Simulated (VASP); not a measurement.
# CaBPd3 (Pm-3m) in VASP: single point with LDA

Aim: the single point of CaBPd3 with LDA.

All numbers are computed with VASP 6.6.1; they aren't measurements. Logs are shortened: lines on timing, memory, paths and dates and some standing lists are left out, and cuts for length are marked.

## (1) The cell of the first run

It takes space group Pm-3m (No. 221, cubic). Conventional cell: a = 4.278 Å, b = 4.278 Å, c = 4.278 Å, α = 90.00°, β = 90.00°, γ = 90.00°. Ca (site symmetry m-3m) has 12 Pd at 3.03 Å and 8 B at 3.71 Å within 4.0 Å. B (site symmetry m-3m) has 6 Pd at 2.14 Å within 2.8 Å. Pd (site symmetry 4/mmm) has 2 B at 2.14 Å within 2.8 Å.

## (2) Single point, LDA

The input, INCAR:

```
SYSTEM = CaBPd3
  PREC = Accurate
  ENCUT = 520
  EDIFF = 1E-7
  ISMEAR = -1
  SIGMA = 0.1
  LREAL = .False.
  LASPH = .True.
  NELM = 80
  ALGO = Normal
  ISIF = 2
  LWAVE = .False.
  LCHARG = .False.
  NBANDS = 30
```

The input, KPOINTS:

```
Automatic mesh
0
Gamma
  7 7 7
  0 0 0
```

The input, POSCAR:

```
CaBPd3
1.0
    4.2784200000      0.0000000000      0.0000000000
    0.0000000000      4.2784200000      0.0000000000
    0.0000000000      0.0000000000      4.2784200000
Ca B Pd
1 1 3
Direct
    0.5000000000      0.5000000000      0.5000000000
    0.0000000000      0.0000000000      0.0000000000
    0.5000000000      0.0000000000      0.0000000000
    0.0000000000      0.5000000000      0.0000000000
    0.0000000000      0.0000000000      0.5000000000
```

Potentials or basis: VASP PAW LDA potentials, release 64 (Ca_sv, B, Pd).

Started as:

```sh
$ cat potpaw_LDA.64/Ca_sv/POTCAR potpaw_LDA.64/B/POTCAR potpaw_LDA.64/Pd/POTCAR > POTCAR
$ mpirun -np 1 vasp_std > vasp.out
```

OUTCAR:

```text
SYSTEM = CaBPd3
   PREC = Accurate
   ENCUT = 520
   EDIFF = 1E-7
   ISMEAR = -1
   LREAL = .False.
   LASPH = .True.
   NELM = 80
   ISIF = 2

 ion  position               nearest neighbor table
   1  0.500  0.500  0.500-   3 3.03   4 3.03   5 3.03   3 3.03   4 3.03   3 3.03   5 3.03   3 3.03
                             4 3.03   5 3.03   4 3.03   5 3.03
   2  0.000  0.000  0.000-   3 2.14   4 2.14   5 2.14   5 2.14   4 2.14   3 2.14
   3  0.500  0.000  0.000-   2 2.14   2 2.14   4 3.03   5 3.03   1 3.03   5 3.03   1 3.03   4 3.03
                             1 3.03   1 3.03   4 3.03   5 3.03   5 3.03   4 3.03
   4  0.000  0.500  0.000-   2 2.14   2 2.14   3 3.03   5 3.03   1 3.03   5 3.03   1 3.03   3 3.03
                             5 3.03   5 3.03   1 3.03   3 3.03   1 3.03   3 3.03
   5  0.000  0.000  0.500-   2 2.14   2 2.14   3 3.03   4 3.03   1 3.03   3 3.03   4 3.03   1 3.03
                             4 3.03   4 3.03   1 3.03   3 3.03   3 3.03   1 3.03

  LATTYP: Found a simple cubic cell.
 ALAT       =     4.2784200000

  Lattice vectors:

 A1 = (   4.2784200000,   0.0000000000,   0.0000000000)
 A2 = (   0.0000000000,   4.2784200000,   0.0000000000)
 A3 = (   0.0000000000,   0.0000000000,   4.2784200000)

Analysis of symmetry for initial positions (statically):
=====================================================================
 Subroutine PRICEL returns:
 Original cell was already a primitive cell.

 Routine SETGRP: Setting up the symmetry group for a
 simple cubic supercell.

 Subroutine GETGRP returns: Found 48 space group operations
 (whereof 48 operations were pure point group operations)
 out of a pool of 48 trial point group operations.

The static configuration has the point symmetry O_h .

Analysis of symmetry for dynamics (positions and initial velocities):
=====================================================================
 Subroutine PRICEL returns:
 Original cell was already a primitive cell.

 Routine SETGRP: Setting up the symmetry group for a
 simple cubic supercell.

 Subroutine GETGRP returns: Found 48 space group operations
 (whereof 48 operations were pure point group operations)
 out of a pool of 48 trial point group operations.

The dynamic configuration has the point symmetry O_h .

 Subroutine INISYM returns: Found 48 space group operations
 (whereof 48 operations are pure point group operations),
 and found     1 'primitive' translations

----------------------------------------------------------------------------------------

                                     Primitive cell

  volume of cell :      78.3160

  direct lattice vectors                    reciprocal lattice vectors
     4.278420000  0.000000000  0.000000000     0.233731144  0.000000000  0.000000000
     0.000000000  4.278420000  0.000000000     0.000000000  0.233731144  0.000000000
     0.000000000  0.000000000  4.278420000     0.000000000  0.000000000  0.233731144

  length of vectors
     4.278420000  4.278420000  4.278420000     0.233731144  0.233731144  0.233731144

  position of ions in fractional coordinates (direct lattice)
     0.500000000  0.500000000  0.500000000
     0.000000000  0.000000000  0.000000000
     0.500000000  0.000000000  0.000000000
     0.000000000  0.500000000  0.000000000
     0.000000000  0.000000000  0.500000000

  ion indices of the primitive-cell ions
   primitive index   ion index
                 1           1
                 2           2
                 3           3
                 4           4
                 5           5

----------------------------------------------------------------------------------------

 KPOINTS: Automatic mesh

Automatic generation of k-mesh.
 Grid dimensions read from file:
 generate k-points for:    7    7    7

 Generating k-lattice:

  Cartesian coordinates                     Fractional coordinates (reciprocal lattice)
     0.033390163  0.000000000  0.000000000     0.142857143  0.000000000  0.000000000
     0.000000000  0.033390163  0.000000000     0.000000000  0.142857143  0.000000000
     0.000000000  0.000000000  0.033390163     0.000000000  0.000000000  0.142857143

  Length of vectors
     0.033390163  0.033390163  0.033390163

  Shift w.r.t. Gamma in fractional coordinates (k-lattice)
     0.000000000  0.000000000  0.000000000

 Subroutine IBZKPT returns following result:
 ===========================================

 Found     20 irreducible k-points:

 Following reciprocal coordinates:
            Coordinates               Weight
  0.000000  0.000000  0.000000      1.000000
  0.142857  0.000000  0.000000      6.000000
  0.285714  0.000000  0.000000      6.000000
  0.428571  0.000000  0.000000      6.000000
  0.142857  0.142857  0.000000     12.000000
  0.285714  0.142857  0.000000     24.000000
[... 12 lines left out ...]
  0.428571  0.428571  0.285714     24.000000
  0.428571  0.428571  0.428571      8.000000
   k-points           NKPTS =     20   k-points in BZ     NKDIM =     20   number of bands    NBANDS=     30
   number of dos      NEDOS =    301   number of ions     NIONS =      5
   total plane-waves  NPLWV =  32768
   dimension x,y,z NGX =    32 NGY =   32 NGZ =   32
   dimension x,y,z NGXF=    64 NGYF=   64 NGZF=   64
   ions per type =               1   1   3
   NGX,Y,Z   is equivalent  to a cutoff of  12.43, 12.43, 12.43 a.u.
   NGXF,Y,Z  is equivalent  to a cutoff of  24.87, 24.87, 24.87 a.u.
 SYSTEM =  CaBPd3
   PREC   = accura    normal or accurate (medium, high low for compatibility)
   ISTART =      0    job   : 0-new  1-cont  2-samecut
   ICHARG =      2    charge: 1-file 2-atom 10-const
   ISPIN  =      1    spin polarized calculation?
   LNONCOLLINEAR =      F non collinear calculations
   LSORBIT =      F    spin-orbit coupling
   LASPH  =      T    aspherical Exc in radial PAW
   ENCUT  =  520.0 eV  38.22 Ry    6.18 a.u.   7.96  7.96  7.96*2*pi/ulx,y,z
   NELM   =     80;   NELMIN=  2; NELMDL= -5     # of ELM steps
   EDIFF  = 0.1E-06   stopping-criterion for ELM
   LREAL  =      F    real-space projection
   EDIFFG = 0.1E-05   stopping-criterion for IOM
   NSW    =      0    number of steps for IOM
   IBRION =     -1    ionic relax: 0-MD 1-quasi-New 2-CG
   NFREE  =      0    steps in history (QN), initial steepest desc. (CG)
   ISIF   =      2    stress and relaxation
   ISYM   =      2    0-nonsym 1-usesym 2-fastsym
   POTIM  = 0.5000    time-step for ionic-motion
   TEBEG  =    0.0;   TEEND  =   0.0 temperature during run
   PSTRESS=    0.0 pullay stress
   NELECT =      43.0000    total number of electrons
   NUPDOWN=      -1.0000    fix difference up-down
   EMIN   =  10.00;   EMAX   =-10.00  energy-range for DOS
   EFERMI =   0.00;   METHOD = LEGACY
   ISMEAR =    -1;   SIGMA  =   0.10  broadening in eV -4-tet -1-fermi 0-gaus
   EFERMI_NEDOS =   21; number of points for ismear=-14 and -15
   IALGO  =     38    algorithm
   IMIX   =      4    mixing-type and parameters
     AMIX     =   0.40;   BMIX     =  1.00
     AMIX_MAG =   1.60;   BMIX_MAG =  1.00
  volume/ion in A,a.u.               =      15.66       105.70
  Fermi-wavevector in a.u.,A,eV,Ry     =   1.340543  2.533260 24.450442  1.797057
  Thomas-Fermi vector in A             =   2.468848
   LORBIT       =      0    0 simple, 1 ext, 2 COOP (PROOUT), +10 PAW based schemes
   GGA     = CA    functional components
   LHFCALC =     F    Hartree Fock is set to
   AEXX    =    0.0000 exact exchange contribution
   IVDW    =     0    specifies the selected vdW correction
   LEPSILON=     F    determine dielectric tensor
   LRPA    =     F    only Hartree local field effects (RPA)
 non-spin polarized calculation
  energy-cutoff  :      520.00
  volume of cell :       78.32
 maximum number of plane-waves:      2128
 NGX is ok and might be reduce to    32
   NGX = 15   NGY = 15   NGZ = 15

 number of electron      42.9999968 magnetization

 Free energy of the ion-electron system (eV)
  ---------------------------------------------------
  ext. energy  EPLUGINS =         0.00000000
  ---------------------------------------------------
  free energy    TOTEN  =       -31.97993921 eV

  energy without entropy =      -31.87536065  energy(sigma->0) =      -31.92764993

 E-fermi :   7.5104     XC(G=0): -12.0497

 val. band max:        7.4934469469   @ k =   0.4286   0.2857   0.0000
 cond. band min:       7.5285759626   @ k =   0.2857   0.1429   0.0000
 fundamental gap:      0.0351290157
 Fermi energy:         7.5103786556

 k-point     1 :       0.0000    0.0000    0.0000
  band No.  band energies     occupation
      1     -32.4457      2.00000
      2     -13.7956      2.00000
      3     -13.7956      2.00000
      4     -13.7956      2.00000
      5      -2.6732      2.00000
      6       2.0348      2.00000
[... 22 lines left out ...]
     29      13.5084      0.00000
     30      13.9177      0.00000

 k-point     2 :       0.1429    0.0000    0.0000
  band No.  band energies     occupation
      1     -32.4453      2.00000
      2     -13.8060      2.00000
      3     -13.7963      2.00000
      4     -13.7963      2.00000
      5      -2.5358      2.00000
      6       2.1865      2.00000
[... 22 lines left out ...]
     29      13.3974      0.00000
     30      13.8410      0.00000

 k-point     3 :       0.2857    0.0000    0.0000
  band No.  band energies     occupation
      1     -32.4442      2.00000
      2     -13.8294      2.00000
      3     -13.7980      2.00000
      4     -13.7980      2.00000
      5      -2.1731      2.00000
      6       2.5675      2.00000
[... 22 lines left out ...]
     29      13.1471      0.00000
     30      13.7202      0.00000

 k-point     4 :       0.4286    0.0000    0.0000
  band No.  band energies     occupation
      1     -32.4433      2.00000
      2     -13.8480      2.00000
      3     -13.7993      2.00000
      4     -13.7993      2.00000
      5      -1.7923      2.00000
      6       2.0345      2.00000
[... 22 lines left out ...]
     29      12.9086      0.00000
     30      13.2536      0.00000

 k-point     5 :       0.1429    0.1429    0.0000
  band No.  band energies     occupation
      1     -32.4448      2.00000
      2     -13.8085      2.00000
      3     -13.8039      2.00000
      4     -13.7970      2.00000
      5      -2.3995      2.00000
      6       2.3318      2.00000
[... 22 lines left out ...]
     29      13.2916      0.00000
     30      13.9516      0.00000
[... 394 lines left out ...]
     29      13.4620      0.00000
     30      13.4620      0.00000

 k-point    18 :       0.4286    0.2857    0.2857
  band No.  band energies     occupation
      1     -32.4416      2.00000
      2     -13.8347      2.00000
      3     -13.8231      2.00000
      4     -13.8166      2.00000
      5      -0.7693      2.00000
      6       1.2707      2.00000
[... 22 lines left out ...]
     29      13.2440      0.00000
     30      13.5060      0.00000

 k-point    19 :       0.4286    0.4286    0.2857
  band No.  band energies     occupation
      1     -32.4412      2.00000
      2     -13.8315      2.00000
      3     -13.8297      2.00000
      4     -13.8176      2.00000
      5      -0.3066      2.00000
      6       1.0883      2.00000
[... 22 lines left out ...]
     29      13.0741      0.00000
     30      13.7525      0.00000

 k-point    20 :       0.4286    0.4286    0.4286
  band No.  band energies     occupation
      1     -32.4409      2.00000
      2     -13.8279      2.00000
      3     -13.8258      2.00000
      4     -13.8258      2.00000
      5       0.2143      2.00000
      6       0.9252      2.00000
[... 22 lines left out ...]
     29      13.5846      0.00000
     30      13.5847      0.00000

------------------------ aborting loop because EDIFF is reached ----------------------------------------

  FORCE on cell =-STRESS in cart. coord.  units (eV):
  Direction    XX          YY          ZZ          XY          YZ          ZX
  --------------------------------------------------------------------------------------
  -------------------------------------------------------------------------------------
  Total       -3.5362765     -3.5362765     -3.5362765      0.0000000      0.0000000     -0.0000000
  in kB      -72.3446713    -72.3446713    -72.3446713      0.0000000      0.0000000     -0.0000000
  external PRESSURE =     -72.3446713 kB  Pullay stress =       0.0000000 kB

 VOLUME and BASIS-vectors are now :
 -----------------------------------------------------------------------------
  energy-cutoff  :      520.00
  volume of cell :       78.32
      direct lattice vectors                 reciprocal lattice vectors
     4.278420000  0.000000000  0.000000000     0.233731144  0.000000000  0.000000000
     0.000000000  4.278420000  0.000000000     0.000000000  0.233731144  0.000000000
     0.000000000  0.000000000  4.278420000     0.000000000  0.000000000  0.233731144

 POSITION                                       TOTAL-FORCE (eV/Angst)
 -----------------------------------------------------------------------------------
      2.13921      2.13921      2.13921         0.000000      0.000000      0.000000
      0.00000      0.00000      0.00000         0.000000      0.000000      0.000000
      2.13921      0.00000      0.00000         0.000000      0.000000      0.000000
      0.00000      2.13921      0.00000         0.000000      0.000000      0.000000
      0.00000      0.00000      2.13921         0.000000      0.000000      0.000000
 -----------------------------------------------------------------------------------
    total drift:                                0.000000      0.000000     -0.000000

  FREE ENERGIE OF THE ION-ELECTRON SYSTEM (eV)
  ---------------------------------------------------
  free  energy   TOTEN  =       -31.9799392101 eV

  energy  without entropy=      -31.8753606499  energy(sigma->0) =      -31.92764993
```

Wall time 27 s (1 thread of Intel Xeon Platinum 8375C at 2.90GHz (Ice Lake), shared host); peak memory 0.18 GiB.

Results:

```yaml
Free_energy: -31.9799 eV
Pressure: -7.2 GPa
```
